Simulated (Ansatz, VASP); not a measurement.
## One calculation of Ti3Ge8Mo, two programs

Contents of INCAR:

```
SYSTEM = Ti3Ge8Mo
ALGO = Normal
EDIFF = 1E-6
ENCUT = 520
GGA = PE
ISIF = 2
ISMEAR = 0
LASPH = .True.
LCHARG = .False.
LREAL = .False.
LWAVE = .False.
NBANDS = 93
NELM = 100
PREC = Accurate
SIGMA = 0.1
```

Contents of KPOINTS:

```
k-points
0
Gamma
  4 4 2
  0 0 0
```

The input POSCAR:

```
Ti3Ge8Mo
1.0
    2.6198289100     -4.5671471900      0.0000000000
    2.6198289100      4.5671471900      0.0000000000
    0.0000000000      0.0000000000      8.9870011400
Ti Ge Mo
3 8 1
Direct
    0.5000000000      0.5000000000      0.5000000000
    0.0000000000      0.5000000000      0.2500000000
    0.5000000000      0.0000000000      0.7500000000
    0.5000000000      0.5000000000      0.8326279600
    0.0000000000      0.0000000000      0.3326279600
    0.0000000000      0.5000000000      0.9173720400
    0.5000000000      0.0000000000      0.4173720400
    0.0000000000      0.5000000000      0.5826279600
    0.5000000000      0.0000000000      0.0826279600
    0.5000000000      0.5000000000      0.1673720400
    0.0000000000      0.0000000000      0.6673720400
    0.0000000000      0.0000000000      0.0000000000
```

Input for Ansatz:

```yaml
crystal:
  lattice:
    - [2.61982891, -4.56714719, 0.0]
    - [2.61982891, 4.56714719, 0.0]
    - [0.0, 0.0, 8.98700114]
  atoms:
    - { symbol: Ti, position: [0.5, 0.5, 0.5] }
    - { symbol: Ti, position: [0.0, 0.5, 0.25] }
    - { symbol: Ti, position: [0.5, 0.0, 0.75] }
    - { symbol: Ge, position: [0.5, 0.5, 0.83262796] }
    - { symbol: Ge, position: [0.0, 0.0, 0.33262796] }
    - { symbol: Ge, position: [0.0, 0.5, 0.91737204] }
    - { symbol: Ge, position: [0.5, 0.0, 0.41737204] }
    - { symbol: Ge, position: [0.0, 0.5, 0.58262796] }
    - { symbol: Ge, position: [0.5, 0.0, 0.08262796] }
    - { symbol: Ge, position: [0.5, 0.5, 0.16737204] }
    - { symbol: Ge, position: [0.0, 0.0, 0.66737204] }
    - { symbol: Mo, position: [0.0, 0.0, 0.0] }
basis:
  ecutwfc: 420
kpoints:
  mp_grid: { grid: [4, 4, 2] }
hamiltonian:
  xc: pbe
scf:
  occupations: { method: gaussian, width: 0.1 }
  lower_state_search: "off"
output:
  forces: true
  stress: true
  eigenvalues: true
```

Alike in both runs: task single point; functional PBE; k mesh 4 × 4 × 2; occupations gaussian, width 0.1 eV; no spin polarisation.

|  | VASP | Ansatz |
| --- | --- | --- |
| version | VASP 6.6.1 | Ansatz 0.2.0 |
| potentials or method | VASP PAW PBE potentials, release 64 (Ti_sv, Ge_d, Mo_sv), cutoff 520 eV | scalar-relativistic, plane waves, PAW |
| valence electrons in the cell | 162 | 162 |

Ansatz gave:

```
gap on the k mesh at the Fermi level (eV)                     : none
pressure (GPa)                                                : -10.9
traceless stress, the component that is largest in VASP (GPa) : -2.71
rms of the force components (eV/Å)                            : 0.065
```

Q: What did VASP give for the same quantities?

A: gap on the k mesh at the Fermi level (eV): none; pressure (GPa): -10.8; traceless stress, the component that is largest in VASP (GPa): -2.68; rms of the force components (eV/Å): 0.064.

Atom by atom the forces differ by 0.001 eV/Å (rms over components). A gap of «none» marks a metal or a gap that the smearing closes.
